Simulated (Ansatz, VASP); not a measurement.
TaSi2 in VASP and in Ansatz

File INCAR:

```
  PREC = Accurate
  ENCUT = 520
  EDIFF = 1E-6
  ISMEAR = 0
  SIGMA = 0.15
  LREAL = False
  LASPH = True
  NELM = 100
  ALGO = Normal
  ISIF = 2
  LWAVE = False
  LCHARG = True
  GGA = PS
  LELF = True
  LVHAR = True
  NBANDS = 38
```

File KPOINTS:

```
Automatic mesh
0
Gamma
  12 12 6
```

Contents of POSCAR:

```
TaSi2
1.0
    4.6418380436      0.0000000000      0.0000000000
   -2.3209190218      4.0199496660      0.0000000000
    0.0000000000      0.0000000000      6.2279949422
Ta Si
3 6
Direct
    0.5000000000      0.0000000000      0.5000000000
    0.5000000000      0.5000000000      0.8333333333
    0.0000000000      0.5000000000      0.1666666667
    0.1592675430      0.3185350860      0.5000000000
    0.8407324570      0.1592675430      0.8333333333
    0.6814649140      0.8407324570      0.1666666667
    0.8407324570      0.6814649140      0.5000000000
    0.1592675430      0.8407324570      0.8333333333
    0.3185350860      0.1592675430      0.1666666667
```

Input for Ansatz:

```yaml
crystal:
  lattice:
    - [4.6418380436, 0.0, 0.0]
    - [-2.3209190218, 4.019949666, 0.0]
    - [0.0, 0.0, 6.2279949422]
  atoms:
    - { symbol: Ta, position: [0.5, 0.0, 0.5] }
    - { symbol: Ta, position: [0.5, 0.5, 0.8333333333] }
    - { symbol: Ta, position: [0.0, 0.5, 0.1666666667] }
    - { symbol: Si, position: [0.159267543, 0.318535086, 0.5] }
    - { symbol: Si, position: [0.840732457, 0.159267543, 0.8333333333] }
    - { symbol: Si, position: [0.681464914, 0.840732457, 0.1666666667] }
    - { symbol: Si, position: [0.840732457, 0.681464914, 0.5] }
    - { symbol: Si, position: [0.159267543, 0.840732457, 0.8333333333] }
    - { symbol: Si, position: [0.318535086, 0.159267543, 0.1666666667] }
basis:
  ecutwfc: 420
kpoints:
  mp_grid: { grid: [12, 12, 6] }
hamiltonian:
  xc: pbesol
scf:
  occupations: { method: gaussian, width: 0.15 }
output:
  forces: true
  stress: true
  eigenvalues: true
```

Change from the starting cell: strain -0.025 along x and y, -0.050 along z, atoms carried along.

Alike in both runs: task single point; functional PBEsol; k mesh 12 × 12 × 6; occupations gaussian, width 0.15 eV; no spin polarisation.

|  | VASP | Ansatz |
| --- | --- | --- |
| version | VASP 6.6.1 | Ansatz 0.2.0 |
| potentials or method | VASP PAW PBE potentials, release 64 (Ta_pv, Si), cutoff 520 eV | scalar-relativistic, plane waves, PAW |
| valence electrons in the cell | 57 | 63 |

|  | VASP | Ansatz | Ansatz less VASP |
| --- | --- | --- | --- |
| gap on the k mesh at the Fermi level (eV) | none | none | - |
| pressure (GPa) | 26.6 | 26.1 | -0.57 |
| traceless stress, the component that is largest in VASP (GPa) | 11.34 | 11.25 | -0.092 |
| rms of the force components (eV/Å) | 0.054 | 0.051 | -0.0028 |

VASP's potentials were made for PBE, not for PBEsol. Atom by atom the forces differ by 0.003 eV/Å (rms over components). A gap of «none» marks a metal or a gap that the smearing closes. With one functional, cell and mesh, what is left measures potentials, basis and numerics. VASP's potentials hold 57 valence electrons a cell and Ansatz's 63, so a difference there can come from the potentials and not from the codes.

Neither program's run includes spin-orbit coupling.
